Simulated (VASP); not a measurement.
Set up this calculation in VASP 6.6.1, as the native input.

| Property | Result |
| --- | --- |
| Task | single point |
| Functional | PBE |
| Dispersion | D3(BJ) |
| Potentials or basis | VASP PAW PBE potentials, release 64 (Sn_d, O) |
| Cutoff | 520 eV |
| k mesh | 6 × 6 × 8 |
| Occupations | fermi-dirac, width 0.05 eV |
| Spin | no spin polarisation |
| Dipole correction | no |
| Further INCAR settings | ALGO = Normal; EDIFF = 1e-06; NBANDS = 35 |

The structure of SnO2 lies in POSCAR:

```
SnO2
1.0
    4.7934288996      0.0000000000      0.0000000000
    0.0000000000      4.7934288996      0.0000000000
    0.0000000000      0.0000000000      3.2299887022
Sn O
2 4
Direct
    0.5000000000      0.5000000000      0.5000000000
    0.0000000000      0.0000000000      0.0000000000
    0.8062094191      0.1937905809      0.5000000000
    0.6937905809      0.6937905809      0.0000000000
    0.1937905809      0.8062094191      0.5000000000
    0.3062094191      0.3062094191      0.0000000000
```

These files were run (other wordings do the same):

INCAR

```
SYSTEM = SnO2
ALGO = Normal
EDIFF = 1E-6
ENCUT = 520
GGA = PE
ISIF = 2
ISMEAR = -1
IVDW = 12
LASPH = .TRUE.
LCHARG = .FALSE.
LREAL = .FALSE.
LWAVE = .FALSE.
NBANDS = 35
NELM = 60
PREC = Accurate
SIGMA = 0.05
```

KPOINTS

```
k-points
0
G
  6 6 8
  0 0 0
```

Potentials or basis: VASP PAW PBE potentials, release 64 (Sn_d, O).

Launch:

```console
$ cat potpaw_PBE.64/Sn_d/POTCAR potpaw_PBE.64/O/POTCAR > POTCAR
$ mpirun -np 1 vasp_std > vasp.out
```

It gave:

```yaml
Pressure: 0.7 GPa
Largest_force: 0.015 eV/Å
Band_gap_on_the_k_mesh: 0.83 eV
Dispersion_energy_per_atom: -0.215 eV
```

Caveat: spin-orbit coupling is left out, which moves the levels of the heavy elements.

It took 44 s on 1 thread of Intel(R) Xeon(R) 6975P-C (Granite Rapids) (shared host), peak memory 0.24 GiB.
